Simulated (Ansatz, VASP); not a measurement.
**Rh: VASP beside Ansatz**

The input INCAR:

```
PREC     = Accurate       # precision mode
ENCUT    = 600            # plane-wave cutoff, eV
EDIFF    = 1E-6           # SCF threshold, eV
ISMEAR   = 0              # smearing method
SIGMA    = 0.1            # smearing width, eV
LREAL    = False          # projectors in reciprocal space
LASPH    = True           # aspherical terms in the spheres
NELM     = 80             # most SCF steps
ALGO     = Fast           # electronic algorithm
ISIF     = 3              # what is computed and relaxed
LWAVE    = False          # write WAVECAR
LCHARG   = False          # write CHGCAR
GGA      = PS             # functional
IBRION   = 2              # ionic algorithm
NSW      = 80             # ionic steps
EDIFFG   = -0.05          # ionic threshold
```

KPOINTS

```
Automatic mesh
0
Gamma
  8 8 8
```

The input POSCAR:

```
Rh
1.0
    0.0000000000      1.9242950730      1.9242950730
    1.9242950730      0.0000000000      1.9242950730
    1.9242950730      1.9242950730      0.0000000000
Rh
1
Direct
    0.0000000000      0.0000000000      0.0000000000
```

Input for Ansatz:

```yaml
crystal:
  lattice:
    - [0.0, 1.924295073, 1.924295073]
    - [1.924295073, 0.0, 1.924295073]
    - [1.924295073, 1.924295073, 0.0]
  atoms:
    - { symbol: Rh, position: [0.0, 0.0, 0.0] }
basis:
  ecutwfc: 420
kpoints:
  mp_grid: { grid: [8, 8, 8] }
hamiltonian:
  xc: pbesol
scf:
  occupations: { method: gaussian, width: 0.1 }
output:
  forces: true
  stress: true
  eigenvalues: true
relax:
  adjacent_minimum: "off"
  f_tol: 0.05
  max_steps: 60
  cell: { stress_tol: 0.5 }
```

Alike in both runs: task relaxation of cell and atoms; functional PBEsol; k mesh 8 × 8 × 8; occupations gaussian, width 0.1 eV; no spin polarisation.

|  | VASP | Ansatz |
| --- | --- | --- |
| version | VASP 6.6.1 | Ansatz 0.2.0 |
| potentials or method | VASP PAW PBE potentials, release 64 (Rh_pv), cutoff 600 eV | scalar-relativistic, plane waves, PAW |
| valence electrons in the cell | 15 | 17 |

```tsv
	VASP	Ansatz	Ansatz less VASP
gap on the k mesh at the Fermi level, each at its own relaxed structure (eV)	none	none	-
relaxed volume (Å³/atom)	13.54	13.54	-0.009
relaxed cell length with the largest relative difference (Å)	2.676	2.675	-0.0006
```

VASP's potentials were made for PBE, not for PBEsol. A gap of «none» marks a metal or a gap that the smearing closes. VASP's potentials hold 15 valence electrons a cell and Ansatz's 17, so a difference there can come from the potentials and not from the codes.
